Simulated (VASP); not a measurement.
Set up this calculation in VASP 6.6.1, as the native input.

| Item | Value |
| --- | --- |
| Task | single point |
| Functional | PBEsol |
| Potentials or basis | VASP PAW PBE potentials, release 64 (Ag) |
| Cutoff | 520 eV |
| k mesh | 18 × 18 × 10 |
| Occupations | gaussian, width 0.15 eV |
| Spin | no spin polarisation |
| Dipole correction | no |
| Further INCAR settings | ALGO = Normal; EDIFF = 1e-06; NBANDS = 18 |

The structure of Ag lies in POSCAR:

```
Ag
1.0
    2.8127981572      0.0000000000      0.0000000000
   -1.4063990786      2.4359546599      0.0000000000
    0.0000000000      0.0000000000      4.7900000000
Ag
2
Direct
    0.3333333333      0.6666666667      0.2500000000
    0.6666666667      0.3333333333      0.7500000000
```

This isn't the form of Ag at room conditions, which is fcc.

This cell differs from its parent crystal: strain -0.040 along x and y, +0.000 along z.

One way to write it, as run:

INCAR

```
SYSTEM = Ag
ALGO     = Normal         ! electronic algorithm
EDIFF    = 1E-6           ! SCF threshold, eV
ENCUT    = 520            ! plane-wave cutoff, eV
GGA      = PS             ! functional
ISIF     = 2              ! what is computed and relaxed
ISMEAR   = 0              ! smearing method
LASPH    = .True.         ! aspherical terms in the spheres
LCHARG   = .False.        ! write CHGCAR
LREAL    = .False.        ! projectors in reciprocal space
LWAVE    = .False.        ! write WAVECAR
NBANDS   = 18             ! bands
NELM     = 80             ! most SCF steps
PREC     = Accurate       ! precision mode
SIGMA    = 0.15           ! smearing width, eV
```

KPOINTS

```
k-points
0
Gamma
  18 18 10
  0 0 0
```

Potentials or basis: VASP PAW PBE potentials, release 64 (Ag).

Command:

```bash
$ cat potpaw_PBE.64/Ag/POTCAR > POTCAR
$ mpirun -np 1 vasp_std > vasp.out
```

Results of the run:

```yaml
Pressure: 2.2 GPa
Band_gap_on_the_k_mesh: zero (bands 11 and 12 overlap by 7.79 eV)
```

Caveat: the cell differs from its parent crystal (strain -0.040 along x and y, +0.000 along z); the PAW data sets were made with another functional, which shifts forces and pressure a little.

It took 57 s on 1 thread of Intel(R) Xeon(R) Platinum 8488C (Sapphire Rapids) (shared host), peak memory 0.23 GiB.
